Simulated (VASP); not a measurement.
# FePt (P4/mmm) in VASP: notebook, part 2 of 3

VASP 6.6.1.

## Step 3: Single point, LDA, collinear spin, ferromagnetic start

File INCAR:

```
PREC = Accurate
ENCUT = 600
EDIFF = 1E-6
ISMEAR = 0
SIGMA = 0.1
LREAL = False
LASPH = True
NELM = 200
ALGO = Normal
ISIF = 2
LWAVE = False
LCHARG = False
ISPIN = 2
MAGMOM = 1.2 0.05
LORBIT = 11
NUPDOWN = 1.1
LMAXMIX = 4
GGA = CA
NBANDS = 20
GGA_COMPAT = False
```

File KPOINTS:

```
Automatic mesh
0
Gamma
  7 7 5
```

File POSCAR:

```
FePt
1.0
    2.7235000000      0.0000000000      0.0000000000
    0.0000000000      2.7235000000      0.0000000000
    0.0000000000      0.0000000000      3.7200000000
Fe Pt
1 1
Direct
    0.0000000000      0.0000000000      0.0000000000
    0.5000000000      0.5000000000      0.5000000000
```

Potentials or basis: VASP PAW LDA potentials, release 64 (Fe, Pt).

On the command line:

```sh
$ cat potpaw_LDA.64/Fe/POTCAR potpaw_LDA.64/Pt/POTCAR > POTCAR
$ mpirun -np 1 vasp_std > vasp.out
```

OUTCAR:

```text
PREC = Accurate
   ENCUT = 600
   EDIFF = 1E-6
   ISMEAR = 0
   LREAL = False
   LASPH = True
   NELM = 200
   ISIF = 2
   ISPIN = 2
   LORBIT = 11
   NUPDOWN = 1.1
   GGA = CA

 ion  position               nearest neighbor table
   1  0.000  0.000  0.000-   2 2.68   2 2.68   2 2.68   2 2.68   2 2.68   2 2.68   2 2.68   2 2.68

   2  0.500  0.500  0.500-   1 2.68   1 2.68   1 2.68   1 2.68   1 2.68   1 2.68   1 2.68   1 2.68

  LATTYP: Found a simple tetragonal cell.
 ALAT       =     2.7235000000
 C/A-ratio  =     1.3658894804

  Lattice vectors:

 A1 = (   2.7235000000,   0.0000000000,   0.0000000000)
 A2 = (   0.0000000000,   2.7235000000,   0.0000000000)
 A3 = (   0.0000000000,   0.0000000000,   3.7200000000)

Analysis of symmetry for initial positions (statically):
=====================================================================
 Subroutine PRICEL returns:
 Original cell was already a primitive cell.

 Routine SETGRP: Setting up the symmetry group for a
 simple tetragonal supercell.

 Subroutine GETGRP returns: Found 16 space group operations
 (whereof 16 operations were pure point group operations)
 out of a pool of 16 trial point group operations.

The static configuration has the point symmetry D_4h.

Analysis of symmetry for dynamics (positions and initial velocities):
=====================================================================
 Subroutine PRICEL returns:
 Original cell was already a primitive cell.

 Routine SETGRP: Setting up the symmetry group for a
 simple tetragonal supercell.

 Subroutine GETGRP returns: Found 16 space group operations
 (whereof 16 operations were pure point group operations)
 out of a pool of 16 trial point group operations.

The dynamic configuration has the point symmetry D_4h.

Analysis of structural, dynamic, and magnetic symmetry:
[... 153 lines left out ...]
  ---------------------------------------------------
  ext. energy  EPLUGINS =         0.00000000
  ---------------------------------------------------
  free energy    TOTEN  =       -16.52764693 eV

  energy without entropy =      -16.49974420  energy(sigma->0) =      -16.51369557

 E-fermi :   8.5211     XC(G=0): -13.3347

 val. band max:        8.4955940539   @ k =   0.4286   0.2857   0.0000
 cond. band min:       8.2847629982   @ k =   0.4286   0.2857   0.4000
 fundamental gap:     -0.2108310557
 Fermi energy:         8.2808697438

 spin component 1

 k-point     1 :       0.0000    0.0000    0.0000
  band No.  band energies     occupation
      1      -1.0633      1.00000
      2       2.2114      1.00000
      3       2.3073      1.00000
      4       5.3982      1.00000
      5       5.3982      1.00000
      6       6.4244      1.00000
[... 541 lines left out ...]
     19      29.6662      0.00000
     20      30.4816      0.00000

 [... further k-points ...]

 spin component 2

 k-point     1 :       0.0000    0.0000    0.0000
  band No.  band energies     occupation
      1      -1.0054      1.00000
      2       2.2712      1.00000
      3       2.4474      1.00000
      4       5.6526      1.00000
      5       5.6526      1.00000
      6       7.0854      1.00000
[... 541 lines left out ...]
     19      29.7466      0.00000
     20      30.5781      0.00000

 [... further k-points ...]

------------------------ aborting loop because EDIFF is reached ----------------------------------------

  FORCE on cell =-STRESS in cart. coord.  units (eV):
  Direction    XX          YY          ZZ          XY          YZ          ZX
  --------------------------------------------------------------------------------------
  -------------------------------------------------------------------------------------
  Total       -4.6613537     -4.6613537     -3.7839905      0.0000000      0.0000000      0.0000000
  in kB     -270.6605380   -270.6605380   -219.7166244      0.0000000      0.0000000      0.0000000
  external PRESSURE =    -253.6792335 kB  Pullay stress =       0.0000000 kB

 VOLUME and BASIS-vectors are now :
 -----------------------------------------------------------------------------
  energy-cutoff  :      600.00
  volume of cell :       27.59
      direct lattice vectors                 reciprocal lattice vectors
     2.723500000  0.000000000  0.000000000     0.367174592  0.000000000  0.000000000
     0.000000000  2.723500000  0.000000000     0.000000000  0.367174592  0.000000000
     0.000000000  0.000000000  3.720000000     0.000000000  0.000000000  0.268817204

 POSITION                                       TOTAL-FORCE (eV/Angst)
 -----------------------------------------------------------------------------------
      0.00000      0.00000      0.00000         0.000000      0.000000      0.000000
      1.36175      1.36175      1.86000         0.000000      0.000000      0.000000
 -----------------------------------------------------------------------------------
    total drift:                                0.000000      0.000000     -0.000000

  FREE ENERGIE OF THE ION-ELECTRON SYSTEM (eV)
  ---------------------------------------------------
  free  energy   TOTEN  =       -16.5276469275 eV

  energy  without entropy=      -16.4997442037  energy(sigma->0) =      -16.51369557

 total charge

# of ion       s       p       d       tot
------------------------------------------
    1        0.399   0.433   6.242   7.074
    2        0.710   0.662   7.967   9.339
--------------------------------------------------
tot          1.109   1.095  14.209  16.412

 magnetization (x)

# of ion       s       p       d       tot
------------------------------------------
    1       -0.002  -0.004   1.065   1.059
    2       -0.012  -0.030   0.073   0.031
--------------------------------------------------
tot         -0.014  -0.034   1.138   1.090
```

OSZICAR:

```text
N       E                     dE             d eps       ncg     rms          rms(c)
DAV:   1     0.102083995582E+03    0.10208E+03   -0.89990E+03  2536   0.113E+03
DAV:   2    -0.138893889505E+02   -0.11597E+03   -0.10270E+03  2464   0.237E+02
DAV:   3    -0.184193864233E+02   -0.45300E+01   -0.43409E+01  2796   0.521E+01
DAV:   4    -0.184766617524E+02   -0.57275E-01   -0.57183E-01  2776   0.489E+00
DAV:   5    -0.184781656985E+02   -0.15039E-02   -0.15038E-02  2932   0.891E-01    0.160E+01
DAV:   6    -0.202739085927E+02   -0.17957E+01   -0.13089E+01  2696   0.651E+01    0.233E+01
DAV:   7    -0.168222249551E+02    0.34517E+01   -0.78242E+00  3108   0.698E+01    0.826E+00
DAV:   8    -0.165569517016E+02    0.26527E+00   -0.35340E-01  3564   0.835E+00    0.231E+00
DAV:   9    -0.165311310421E+02    0.25821E-01   -0.25861E-02  3712   0.253E+00    0.790E-01
DAV:  10    -0.165289036318E+02    0.22274E-02   -0.13289E-03  3248   0.317E-01    0.419E-01
DAV:  11    -0.165276978912E+02    0.12057E-02   -0.66740E-04  3312   0.268E-01    0.113E-01
DAV:  12    -0.165276510360E+02    0.46855E-04   -0.87889E-05  3640   0.145E-01    0.614E-02
DAV:  13    -0.165276488494E+02    0.21865E-05   -0.54168E-06  3168   0.206E-02    0.295E-02
DAV:  14    -0.165276470277E+02    0.18217E-05   -0.84720E-07  1464   0.962E-03    0.115E-02
DAV:  15    -0.165276469275E+02    0.10021E-06   -0.27983E-07  1324   0.604E-03
   1 F= -.16527647E+02 E0= -.16513696E+02  d E =-.279027E-01  mag=     1.1000
```

stdout:

```text
POSCAR found type information on POSCAR FePt
 POSCAR found :  2 types and       2 ions
 scaLAPACK will be used
 LDA part: xc-table for (Slater(with rela. corr.)+CA(PZ))
 , standard interpolation
 POSCAR, INCAR and KPOINTS ok, starting setup
 FFT: planning ... GRIDC
 FFT: planning ... GRID_SOFT
 FFT: planning ... GRID
 WAVECAR not read
 entering main loop
```

It took 35 s on 1 thread of AMD EPYC 7R13 (Zen 3), shared host; peak memory 0.13 GiB.

What came out:

| Item | Value |
| --- | --- |
| Free energy | -16.5276 eV |
| Pressure | -25.4 GPa |
| Net moment | 1.10 μB per cell |
| Site moments | Fe +1.06; Pt +0.03 μB |
| Valence electrons inside the program's atomic spheres | Fe 7.07; Pt 9.34 |

Caveat: the cell stands under tension; spin-orbit coupling is left out, which moves the levels of the heavy elements; the total moment is fixed, so each spin has its own Fermi level.

## Step 4: Single point, LDA, collinear spin, ferromagnetic start

File INCAR:

```
ALGO = Normal
EDIFF = 1E-6
ENCUT = 600
GGA = CA
GGA_COMPAT = F
ISIF = 2
ISMEAR = 0
ISPIN = 2
LASPH = T
LCHARG = F
LMAXMIX = 4
LORBIT = 11
LREAL = F
LWAVE = F
MAGMOM = 2.28 0.09
NBANDS = 20
NELM = 200
NUPDOWN = 2.1
PREC = Accurate
SIGMA = 0.1
```

File KPOINTS:

```
k-points
0
Gamma
  7 7 5
```

POSCAR is that of step 3.

Potentials or basis: VASP PAW LDA potentials, release 64 (Fe, Pt).

On the command line:

```sh
$ cat potpaw_LDA.64/Fe/POTCAR potpaw_LDA.64/Pt/POTCAR > POTCAR
$ mpirun -np 1 vasp_std > vasp.out
```

OUTCAR:

```text
EDIFF = 1E-6
   ENCUT = 600
   GGA = CA
   ISIF = 2
   ISMEAR = 0
   ISPIN = 2
   LASPH = T
   LORBIT = 11
   LREAL = F
   NELM = 200
   NUPDOWN = 2.1
   PREC = Accurate

 ion  position               nearest neighbor table
   1  0.000  0.000  0.000-   2 2.68   2 2.68   2 2.68   2 2.68   2 2.68   2 2.68   2 2.68   2 2.68

   2  0.500  0.500  0.500-   1 2.68   1 2.68   1 2.68   1 2.68   1 2.68   1 2.68   1 2.68   1 2.68

  LATTYP: Found a simple tetragonal cell.
 ALAT       =     2.7235000000
 C/A-ratio  =     1.3658894804

  Lattice vectors:

 A1 = (   2.7235000000,   0.0000000000,   0.0000000000)
 A2 = (   0.0000000000,   2.7235000000,   0.0000000000)
 A3 = (   0.0000000000,   0.0000000000,   3.7200000000)

Analysis of symmetry for initial positions (statically):
=====================================================================
 Subroutine PRICEL returns:
 Original cell was already a primitive cell.

 Routine SETGRP: Setting up the symmetry group for a
 simple tetragonal supercell.

 Subroutine GETGRP returns: Found 16 space group operations
 (whereof 16 operations were pure point group operations)
 out of a pool of 16 trial point group operations.

The static configuration has the point symmetry D_4h.

Analysis of symmetry for dynamics (positions and initial velocities):
=====================================================================
 Subroutine PRICEL returns:
 Original cell was already a primitive cell.

 Routine SETGRP: Setting up the symmetry group for a
 simple tetragonal supercell.

 Subroutine GETGRP returns: Found 16 space group operations
 (whereof 16 operations were pure point group operations)
 out of a pool of 16 trial point group operations.

The dynamic configuration has the point symmetry D_4h.

Analysis of structural, dynamic, and magnetic symmetry:
[... 150 lines left out ...]
 number of electron      18.0000002 magnetization       2.1002005

 Free energy of the ion-electron system (eV)
  ---------------------------------------------------
  ext. energy  EPLUGINS =         0.00000000
  ---------------------------------------------------
  free energy    TOTEN  =       -16.72562923 eV

  energy without entropy =      -16.70064596  energy(sigma->0) =      -16.71313759

 E-fermi :   8.7177     XC(G=0): -13.3226

 val. band max:        8.7025388291   @ k =   0.4286   0.2857   0.4000
 cond. band min:       8.2057073163   @ k =   0.2857   0.0000   0.4000
 fundamental gap:     -0.4968315129
 Fermi energy:         8.1960300399

 spin component 1

 k-point     1 :       0.0000    0.0000    0.0000
  band No.  band energies     occupation
      1      -1.0785      1.00000
      2       2.2549      1.00000
      3       2.2666      1.00000
      4       5.3228      1.00000
      5       5.3228      1.00000
      6       6.1165      1.00000
[... 541 lines left out ...]
     19      29.6607      0.00000
     20      30.4336      0.00000

 [... further k-points ...]

 spin component 2

 k-point     1 :       0.0000    0.0000    0.0000
  band No.  band energies     occupation
      1      -0.9607      1.00000
      2       2.3779      1.00000
      3       2.5503      1.00000
      4       5.8285      1.00000
      5       5.8285      1.00000
      6       7.3921      1.00000
[... 541 lines left out ...]
     19      29.8132      0.00000
     20      30.6567      0.00000

 [... further k-points ...]

------------------------ aborting loop because EDIFF is reached ----------------------------------------

  FORCE on cell =-STRESS in cart. coord.  units (eV):
  Direction    XX          YY          ZZ          XY          YZ          ZX
  --------------------------------------------------------------------------------------
  -------------------------------------------------------------------------------------
  Total       -3.7789123     -3.7789123     -2.8325022      0.0000000      0.0000000      0.0000000
  in kB     -219.4217582   -219.4217582   -164.4686557      0.0000000      0.0000000      0.0000000
  external PRESSURE =    -201.1040574 kB  Pullay stress =       0.0000000 kB

 VOLUME and BASIS-vectors are now :
 -----------------------------------------------------------------------------
  energy-cutoff  :      600.00
  volume of cell :       27.59
      direct lattice vectors                 reciprocal lattice vectors
     2.723500000  0.000000000  0.000000000     0.367174592  0.000000000  0.000000000
     0.000000000  2.723500000  0.000000000     0.000000000  0.367174592  0.000000000
     0.000000000  0.000000000  3.720000000     0.000000000  0.000000000  0.268817204

 POSITION                                       TOTAL-FORCE (eV/Angst)
 -----------------------------------------------------------------------------------
      0.00000      0.00000      0.00000         0.000000      0.000000      0.000000
      1.36175      1.36175      1.86000         0.000000      0.000000      0.000000
 -----------------------------------------------------------------------------------
    total drift:                                0.000000      0.000000     -0.000000

  FREE ENERGIE OF THE ION-ELECTRON SYSTEM (eV)
  ---------------------------------------------------
  free  energy   TOTEN  =       -16.7256292327 eV

  energy  without entropy=      -16.7006459567  energy(sigma->0) =      -16.71313759

 total charge

# of ion       s       p       d       tot
------------------------------------------
    1        0.402   0.438   6.217   7.057
    2        0.710   0.661   7.996   9.368
--------------------------------------------------
tot          1.112   1.099  14.213  16.425

 magnetization (x)

# of ion       s       p       d       tot
------------------------------------------
    1       -0.002  -0.006   2.028   2.019
    2       -0.022  -0.055   0.134   0.057
--------------------------------------------------
tot         -0.024  -0.062   2.162   2.076
```

Run time: 32 s. Hardware: 1 thread of AMD EPYC 7R13 (Zen 3), shared host; peak memory 0.13 GiB.

What came out:

* Free energy: -16.7256 eV
* Pressure: -20.1 GPa
* Net moment: 2.10 μB per cell
* Site moments: Fe +2.02; Pt +0.06 μB
* Valence electrons inside the program's atomic spheres: Fe 7.06; Pt 9.37

Caveat: the cell stands under tension; spin-orbit coupling is left out, which moves the levels of the heavy elements; the total moment is fixed, so each spin has its own Fermi level.

[end of part 2 of 3]
